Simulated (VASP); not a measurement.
# SrTiO3 (P4/mmm) in VASP: notebook

SrTiO3 is run at these levels: PBE; tasks: single point.

Everything below comes from runs of VASP 6.6.1. Logs are shortened: lines on timing, memory, paths and dates and some standing lists are left out, and cuts for length are marked.

## (1) The cell of the first run

The structure is tetragonal, space group P4/mmm (No. 123). Conventional cell: a = 3.907 Å, b = 3.907 Å, c = 3.790 Å, α = 90.00°, β = 90.00°, γ = 90.00°. Within 3.6 Å of Sr (site symmetry 4/mmm) lie 12 O at 2.72 to 2.76 Å and 8 Ti at 3.35 Å. Within 2.5 Å of Ti (site symmetry 4/mmm) lie 6 O at 1.89 to 1.95 Å. O (site symmetry 4/mmm) has 2 Ti at 1.89 Å within 2.5 Å. Within 2.6 Å of O (site symmetry mmm) lie 2 Ti at 1.95 Å.

## (2) Single point, PBE (uniaxial z strain -3.0%)

The input, INCAR:

```
  PREC = Accurate
  ENCUT = 520
  EDIFF = 1E-6
  ISMEAR = -1
  SIGMA = 0.02
  LREAL = F
  LASPH = T
  NELM = 100
  ALGO = Normal
  ISIF = 2
  LWAVE = F
  LCHARG = T
  GGA = PE
  LELF = T
  LVHAR = T
  NBANDS = 28
```

The input, KPOINTS:

```
regular mesh
0
Gamma
  6 6 6
```

The input, POSCAR:

```
SrTiO3
1.0
    3.9068515016      0.0000000000      0.0000000000
    0.0000000000      3.9068515016      0.0000000000
    0.0000000000      0.0000000000      3.7896459565
Sr Ti O
1 1 3
Direct
    0.0000000000      0.0000000000      0.0000000000
    0.5000000000      0.5000000000      0.5000000000
    0.5000000000      0.5000000000      0.0000000000
    0.5000000000      0.0000000000      0.5000000000
    0.0000000000      0.5000000000      0.5000000000
```

Potentials or basis: VASP PAW PBE potentials, release 64 (Sr_sv, Ti_sv, O).

Launch:

```
$ cat potpaw_PBE.64/Sr_sv/POTCAR potpaw_PBE.64/Ti_sv/POTCAR potpaw_PBE.64/O/POTCAR > POTCAR
$ mpirun -np 1 vasp_std > vasp.out
```

OUTCAR:

```text
PREC = Accurate
   ENCUT = 520
   EDIFF = 1E-6
   ISMEAR = -1
   LREAL = F
   LASPH = T
   NELM = 100
   ISIF = 2
   GGA = PE

 ion  position               nearest neighbor table
   1  0.000  0.000  0.000-   4 2.72   5 2.72   4 2.72   5 2.72   5 2.72   5 2.72   4 2.72   4 2.72
                             3 2.76   3 2.76   3 2.76   3 2.76   2 3.35   2 3.35   2 3.35   2 3.35
   2  0.500  0.500  0.500-   3 1.89   3 1.89   5 1.95   4 1.95   4 1.95   5 1.95   1 3.35   1 3.35
                             1 3.35   1 3.35   1 3.35   1 3.35   1 3.35   1 3.35
   3  0.500  0.500  0.000-   2 1.89   2 1.89   1 2.76   1 2.76   1 2.76   1 2.76
   4  0.500  0.000  0.500-   2 1.95   2 1.95   1 2.72   1 2.72   1 2.72   1 2.72
   5  0.000  0.500  0.500-   2 1.95   2 1.95   1 2.72   1 2.72   1 2.72   1 2.72

  LATTYP: Found a simple tetragonal cell.
 ALAT       =     3.9068515016
 C/A-ratio  =     0.9700000000

  Lattice vectors:

 A1 = (   3.9068515016,   0.0000000000,   0.0000000000)
 A2 = (   0.0000000000,   3.9068515016,   0.0000000000)
 A3 = (   0.0000000000,   0.0000000000,   3.7896459565)

Analysis of symmetry for initial positions (statically):
=====================================================================
 Subroutine PRICEL returns:
 Original cell was already a primitive cell.

 Routine SETGRP: Setting up the symmetry group for a
 simple tetragonal supercell.

 Subroutine GETGRP returns: Found 16 space group operations
 (whereof 16 operations were pure point group operations)
 out of a pool of 16 trial point group operations.

The static configuration has the point symmetry D_4h.

Analysis of symmetry for dynamics (positions and initial velocities):
=====================================================================
 Subroutine PRICEL returns:
 Original cell was already a primitive cell.

 Routine SETGRP: Setting up the symmetry group for a
 simple tetragonal supercell.

 Subroutine GETGRP returns: Found 16 space group operations
 (whereof 16 operations were pure point group operations)
 out of a pool of 16 trial point group operations.

The dynamic configuration has the point symmetry D_4h.

 Subroutine INISYM returns: Found 16 space group operations
 (whereof 16 operations are pure point group operations),
 and found     1 'primitive' translations

----------------------------------------------------------------------------------------

                                     Primitive cell

  volume of cell :      57.8432

  direct lattice vectors                    reciprocal lattice vectors
     3.906851502  0.000000000  0.000000000     0.255960586  0.000000000  0.000000000
     0.000000000  3.906851502  0.000000000     0.000000000  0.255960586  0.000000000
     0.000000000  0.000000000  3.789645956     0.000000000  0.000000000  0.263876893

  length of vectors
     3.906851502  3.906851502  3.789645956     0.255960586  0.255960586  0.263876893

  position of ions in fractional coordinates (direct lattice)
     0.000000000  0.000000000  0.000000000
     0.500000000  0.500000000  0.500000000
     0.500000000  0.500000000  0.000000000
     0.500000000  0.000000000  0.500000000
     0.000000000  0.500000000  0.500000000

  ion indices of the primitive-cell ions
   primitive index   ion index
                 1           1
                 2           2
                 3           3
                 4           4
                 5           5

----------------------------------------------------------------------------------------

 KPOINTS: regular mesh

Automatic generation of k-mesh.
 Grid dimensions read from file:
 generate k-points for:    6    6    6

 Generating k-lattice:

  Cartesian coordinates                     Fractional coordinates (reciprocal lattice)
     0.042660098  0.000000000  0.000000000     0.166666667  0.000000000  0.000000000
     0.000000000  0.042660098  0.000000000     0.000000000  0.166666667  0.000000000
     0.000000000  0.000000000  0.043979482     0.000000000  0.000000000  0.166666667

  Length of vectors
     0.042660098  0.042660098  0.043979482

  Shift w.r.t. Gamma in fractional coordinates (k-lattice)
     0.000000000  0.000000000  0.000000000

 Subroutine IBZKPT returns following result:
 ===========================================

 Found     40 irreducible k-points:

 Following reciprocal coordinates:
            Coordinates               Weight
  0.000000  0.000000  0.000000      1.000000
  0.166667  0.000000  0.000000      4.000000
  0.333333  0.000000  0.000000      4.000000
  0.500000  0.000000  0.000000      2.000000
  0.166667  0.166667  0.000000      4.000000
  0.333333  0.166667  0.000000      8.000000
[... 16 lines left out ...]
  0.333333  0.000000  0.333333      8.000000
  0.500000  0.000000  0.333333      4.000000
 [... further k-points ...]
   k-points           NKPTS =     40   k-points in BZ     NKDIM =     40   number of bands    NBANDS=     28
   number of dos      NEDOS =    301   number of ions     NIONS =      5
   total plane-waves  NPLWV =  25200
   dimension x,y,z NGX =    30 NGY =   30 NGZ =   28
   dimension x,y,z NGXF=    60 NGYF=   60 NGZF=   56
   ions per type =               1   1   3
   NGX,Y,Z   is equivalent  to a cutoff of  12.77, 12.77, 12.28 a.u.
   NGXF,Y,Z  is equivalent  to a cutoff of  25.53, 25.53, 24.57 a.u.
 SYSTEM =  unknown system
   PREC   = accura    normal or accurate (medium, high low for compatibility)
   ISTART =      0    job   : 0-new  1-cont  2-samecut
   ICHARG =      2    charge: 1-file 2-atom 10-const
   ISPIN  =      1    spin polarized calculation?
   LNONCOLLINEAR =      F non collinear calculations
   LSORBIT =      F    spin-orbit coupling
   LASPH  =      T    aspherical Exc in radial PAW
   ENCUT  =  520.0 eV  38.22 Ry    6.18 a.u.   7.26  7.26  7.05*2*pi/ulx,y,z
   NELM   =    100;   NELMIN=  2; NELMDL= -5     # of ELM steps
   EDIFF  = 0.1E-05   stopping-criterion for ELM
   LREAL  =      F    real-space projection
   EDIFFG = 0.1E-04   stopping-criterion for IOM
   NSW    =      0    number of steps for IOM
   IBRION =     -1    ionic relax: 0-MD 1-quasi-New 2-CG
   NFREE  =      0    steps in history (QN), initial steepest desc. (CG)
   ISIF   =      2    stress and relaxation
   ISYM   =      2    0-nonsym 1-usesym 2-fastsym
   POTIM  = 0.5000    time-step for ionic-motion
   TEBEG  =    0.0;   TEEND  =   0.0 temperature during run
   PSTRESS=    0.0 pullay stress
   NELECT =      40.0000    total number of electrons
   NUPDOWN=      -1.0000    fix difference up-down
   EMIN   =  10.00;   EMAX   =-10.00  energy-range for DOS
   EFERMI =   0.00;   METHOD = LEGACY
   ISMEAR =    -1;   SIGMA  =   0.02  broadening in eV -4-tet -1-fermi 0-gaus
   EFERMI_NEDOS =   21; number of points for ismear=-14 and -15
   IALGO  =     38    algorithm
   IMIX   =      4    mixing-type and parameters
     AMIX     =   0.40;   BMIX     =  1.00
     AMIX_MAG =   1.60;   BMIX_MAG =  1.00
  volume/ion in A,a.u.               =      11.57        78.07
  Fermi-wavevector in a.u.,A,eV,Ry     =   1.447696  2.735749 28.515409  2.095823
  Thomas-Fermi vector in A             =   2.565621
   LORBIT       =      0    0 simple, 1 ext, 2 COOP (PROOUT), +10 PAW based schemes
   GGA     = PE    functional components
   LHFCALC =     F    Hartree Fock is set to
   AEXX    =    0.0000 exact exchange contribution
   IVDW    =     0    specifies the selected vdW correction
   LEPSILON=     F    determine dielectric tensor
   LRPA    =     F    only Hartree local field effects (RPA)
 non-spin polarized calculation
  energy-cutoff  :      520.00
  volume of cell :       57.84
 maximum number of plane-waves:      1580
 NGX is ok and might be reduce to    30
   NGX = 15   NGY = 15   NGZ = 15

 number of electron      40.0000004 magnetization

 Free energy of the ion-electron system (eV)
  ---------------------------------------------------
  ext. energy  EPLUGINS =         0.00000000
  ---------------------------------------------------
  free energy    TOTEN  =       -39.95843132 eV

  energy without entropy =      -39.95843132  energy(sigma->0) =      -39.95843132

 E-fermi :   4.9760     XC(G=0): -11.4246

 val. band max:        4.4258163465   @ k =   0.5000   0.5000   0.5000
 cond. band min:       6.2782980445   @ k =   0.0000   0.0000   0.0000
 fundamental gap:      1.8524816980
 Fermi energy:         4.9759717331

 k-point     1 :       0.0000    0.0000    0.0000
  band No.  band energies     occupation
      1     -51.9354      2.00000
      2     -28.2960      2.00000
      3     -28.2260      2.00000
      4     -28.1916      2.00000
      5     -28.1916      2.00000
      6     -13.1466      2.00000
[... 20 lines left out ...]
     27       9.9855      0.00000
     28      10.9025      0.00000

 k-point     2 :       0.1667    0.0000    0.0000
  band No.  band energies     occupation
      1     -51.9350      2.00000
      2     -28.3258      2.00000
      3     -28.2253      2.00000
      4     -28.1908      2.00000
      5     -28.1735      2.00000
      6     -13.1843      2.00000
[... 20 lines left out ...]
     27      10.4301      0.00000
     28      11.5284      0.00000

 k-point     3 :       0.3333    0.0000    0.0000
  band No.  band energies     occupation
      1     -51.9342      2.00000
      2     -28.3743      2.00000
      3     -28.2238      2.00000
      4     -28.1893      2.00000
      5     -28.1483      2.00000
      6     -13.3271      2.00000
[... 20 lines left out ...]
     27      11.4031      0.00000
     28      12.6666      0.00000

 k-point     4 :       0.5000    0.0000    0.0000
  band No.  band energies     occupation
      1     -51.9338      2.00000
      2     -28.3960      2.00000
      3     -28.2230      2.00000
      4     -28.1886      2.00000
      5     -28.1380      2.00000
      6     -13.4129      2.00000
[... 578 lines left out ...]
     27      11.8833      0.00000
     28      12.8625      0.00000

 k-point    23 :       0.3333    0.0000    0.3333
  band No.  band energies     occupation
      1     -51.9323      2.00000
      2     -28.3498      2.00000
      3     -28.2715      2.00000
      4     -28.1861      2.00000
      5     -28.1803      2.00000
      6     -12.8658      2.00000
[... 20 lines left out ...]
     27      12.9214      0.00000
     28      12.9702      0.00000

 k-point    24 :       0.5000    0.0000    0.3333
  band No.  band energies     occupation
      1     -51.9320      2.00000
      2     -28.3206      2.00000
      3     -28.3027      2.00000
      4     -28.1908      2.00000
      5     -28.1854      2.00000
      6     -12.7835      2.00000
[... 20 lines left out ...]
     27      12.7681      0.00000
     28      13.6575      0.00000

 [... further k-points ...]

------------------------ aborting loop because EDIFF is reached ----------------------------------------

  FORCE on cell =-STRESS in cart. coord.  units (eV):
  Direction    XX          YY          ZZ          XY          YZ          ZX
  --------------------------------------------------------------------------------------
  -------------------------------------------------------------------------------------
  Total        2.9739009      2.9739009      6.1609551      0.0000000      0.0000000      0.0000000
  in kB       82.3729530     82.3729530    170.6499567      0.0000000      0.0000000      0.0000000
  external PRESSURE =     111.7986209 kB  Pullay stress =       0.0000000 kB

 VOLUME and BASIS-vectors are now :
 -----------------------------------------------------------------------------
  energy-cutoff  :      520.00
  volume of cell :       57.84
      direct lattice vectors                 reciprocal lattice vectors
     3.906851502  0.000000000  0.000000000     0.255960586  0.000000000  0.000000000
     0.000000000  3.906851502  0.000000000     0.000000000  0.255960586  0.000000000
     0.000000000  0.000000000  3.789645956     0.000000000  0.000000000  0.263876893

 POSITION                                       TOTAL-FORCE (eV/Angst)
 -----------------------------------------------------------------------------------
      0.00000      0.00000      0.00000         0.000000      0.000000      0.000000
      1.95343      1.95343      1.89482         0.000000      0.000000      0.000000
      1.95343      1.95343      0.00000         0.000000      0.000000      0.000000
      1.95343      0.00000      1.89482         0.000000      0.000000      0.000000
      0.00000      1.95343      1.89482         0.000000      0.000000      0.000000
 -----------------------------------------------------------------------------------
    total drift:                                0.000000      0.000000     -0.000000

  FREE ENERGIE OF THE ION-ELECTRON SYSTEM (eV)
  ---------------------------------------------------
  free  energy   TOTEN  =       -39.9584313158 eV

  energy  without entropy=      -39.9584313158  energy(sigma->0) =      -39.95843132
```

Wall time 96 s (1 thread of Intel Xeon 8259CL, shared host); peak memory 0.21 GiB.

Results:

| Quantity | Value |
| --- | --- |
| Free energy | -39.9584 eV |
| Pressure | 11.2 GPa |
| Band gap on the k mesh | 1.85 eV (least direct gap 2.18 eV) |

Caveat: the cell differs from its parent crystal (uniaxial z strain -3.0%); the cell stands under pressure. A k mesh can miss the band edges.

## (3) Single point, PBE (uniaxial z strain -2.0%)

The input, INCAR:

```
SYSTEM = SrTiO3
PREC = Accurate ; ENCUT = 520
EDIFF = 1E-7 ; ISMEAR = -1
SIGMA = 0.02 ; LREAL = .FALSE.
LASPH = .TRUE. ; NELM = 60
ALGO = Normal ; ISIF = 2
LWAVE = .FALSE. ; LCHARG = .FALSE.
GGA = PE ; NBANDS = 28
```

The input, KPOINTS:

```
Automatic mesh
0
G
  6 6 6
  0 0 0
```

Changes to POSCAR since step 2:

```diff
@@ -4,3 +4,3 @@
     0.0000000000      3.9068515016      0.0000000000
-    0.0000000000      0.0000000000      3.7896459565
+    0.0000000000      0.0000000000      3.8287144715
 Sr Ti O
```

Potentials or basis: VASP PAW PBE potentials, release 64 (Sr_sv, Ti_sv, O).

Launch:

```
$ cat potpaw_PBE.64/Sr_sv/POTCAR potpaw_PBE.64/Ti_sv/POTCAR potpaw_PBE.64/O/POTCAR > POTCAR
$ mpirun -np 1 vasp_std > vasp.out
```

Wall time 2.2 min (1 thread of Intel Xeon 8259CL, shared host); peak memory 0.21 GiB.

Results (log left out):

| Property | Result |
| --- | --- |
| Free energy | -40.0140 eV |
| Pressure | 8.8 GPa |
| Band gap on the k mesh | 1.85 eV (least direct gap 2.19 eV) |

Stress tensor (GPa, compression positive):
```
 6.99  0.00  0.00
 0.00  6.99  0.00
 0.00  0.00 12.51
```

Levels at points of the mesh, in eV from the valence-band top:
| k point | band 18 | band 19 | band 20 | band 21 | band 22 | band 23 |
| --- | --- | --- | --- | --- | --- | --- |
| (0.00, 0.00, 0.00) | -0.36 | -0.36 | -0.34 | 1.85 | 1.89 | 1.89 |
| (0.50, 0.00, 0.00) | -2.06 | -0.73 | -0.73 | 2.06 | 3.80 | 3.80 |
| (0.50, 0.50, 0.00) | -1.68 | -1.68 | -0.16 | 3.81 | 3.81 | 4.25 |
| (0.00, 0.00, 0.50) | -2.07 | -0.76 | -0.76 | 2.05 | 4.00 | 4.00 |
| (0.50, 0.00, 0.50) | -1.56 | -1.56 | -0.09 | 3.81 | 4.00 | 4.38 |
| (0.50, 0.50, 0.50) | -0.05 | 0.00 | 0.00 | 4.50 | 4.61 | 4.61 |

Caveat: the cell differs from its parent crystal (uniaxial z strain -2.0%); the cell stands under pressure. A k mesh can miss the band edges.

## (4) Single point, PBE (uniaxial z strain -1.0%)

The input, INCAR:

```
PREC = Accurate
ENCUT = 520
EDIFF = 1E-6
ISMEAR = -1
SIGMA = 0.02
LREAL = F
LASPH = T
NELM = 60
ALGO = Normal
ISIF = 2
LWAVE = F
LCHARG = T
GGA = PE
LELF = T
LVHAR = T
NBANDS = 28
```

The input, KPOINTS:

```
Automatic mesh
0
Gamma
  6 6 6
```

Changes to POSCAR since step 3:

```diff
@@ -4,3 +4,3 @@
     0.0000000000      3.9068515016      0.0000000000
-    0.0000000000      0.0000000000      3.8287144715
+    0.0000000000      0.0000000000      3.8677829865
 Sr Ti O
```

Launch:

```
$ cat potpaw_PBE.64/Sr_sv/POTCAR potpaw_PBE.64/Ti_sv/POTCAR potpaw_PBE.64/O/POTCAR > POTCAR
$ mpirun -np 1 vasp_std > vasp.out
```

Wall time 1.7 min (1 thread of Intel Xeon 8259CL, shared host); peak memory 0.22 GiB.

Results (log left out):

```
Free energy            : -40.0536 eV
Pressure               : 6.7 GPa
Band gap on the k mesh : 1.85 eV (least direct gap 2.20 eV)
```

Stress tensor (GPa, compression positive):
```
5.82 0.00 0.00
0.00 5.82 0.00
0.00 0.00 8.41
```

Levels at points of the mesh, in eV from the valence-band top:
```tsv
k point	band 17	band 18	band 19	band 20	band 21	band 22	band 23	band 24
(0.00, 0.00, 0.00)	-1.17	-0.36	-0.36	-0.35	1.85	1.87	1.87	4.32
(0.50, 0.00, 0.00)	-2.34	-2.02	-0.73	-0.73	2.04	3.78	3.79	4.40
(0.50, 0.50, 0.00)	-1.71	-1.62	-1.62	-0.12	3.79	3.79	4.24	5.43
(0.00, 0.00, 0.50)	-2.45	-2.02	-0.75	-0.75	2.03	3.88	3.88	4.33
(0.50, 0.00, 0.50)	-1.73	-1.57	-1.57	-0.09	3.79	3.89	4.30	5.32
(0.50, 0.50, 0.50)	-3.71	-0.02	0.00	0.00	4.47	4.53	4.53	6.94
```

Caveat: the cell differs from its parent crystal (uniaxial z strain -1.0%); the cell stands under pressure. A k mesh can miss the band edges.

## (5) Overview

| cell | gap on the mesh (eV) | pressure (GPa) |
| --- | --- | --- |
| a = 3.907, b = 3.907, c = 3.790 Å, 5 atoms | 1.85 | 11.2 |
| a = 3.907, b = 3.907, c = 3.829 Å, 5 atoms | 1.85 | 8.8 |
| a = 3.907, b = 3.907, c = 3.868 Å, 5 atoms | 1.85 | 6.7 |

Alike in all rows: task single point; level PBE; potentials or basis VASP PAW PBE potentials, release 64 (Sr_sv, Ti_sv, O); no spin polarisation; k mesh 6 × 6 × 6; cutoff (eV) 520; smearing fermi-dirac 0.02 eV.

Caveats: the cell stands under pressure.

Total energies depend on the potentials used, so only differences within one code and one set of settings carry meaning.
